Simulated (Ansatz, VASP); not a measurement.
## Two plane-wave programs on Ti

```
Ti
1.0
     2.95000    0.00000    0.00000
    -1.47500    2.55477    0.00000
     0.00000    0.00000    4.68000
Ti
2
Direct
  0.33333 0.66667 0.25000
  0.66667 0.33333 0.75000
```

Alike in both runs: task relaxation of cell and atoms; functional PBEsol; k mesh 18 × 18 × 10; occupations gaussian, width 0.1 eV; no spin polarisation.

```csv
,VASP,Ansatz
version,VASP 6.6.1,Ansatz 0.2.0
potentials or method,"VASP PAW PBE potentials, release 64 (Ti_sv), cutoff 600 eV","scalar-relativistic, plane waves, PAW"
valence electrons in the cell,24,24
```

```tsv
	VASP	Ansatz	Ansatz less VASP
gap on the k mesh at the Fermi level, each at its own relaxed structure (eV)	none	none	-
relaxed volume (Å³/atom)	16.67	16.72	+0.051
relaxed length of the cell vector where the two differ most in proportion (Å)	4.586	4.591	+0.0053
```

VASP's potentials were made for PBE, not for PBEsol. A gap of «none» marks a metal or a gap that the smearing closes.
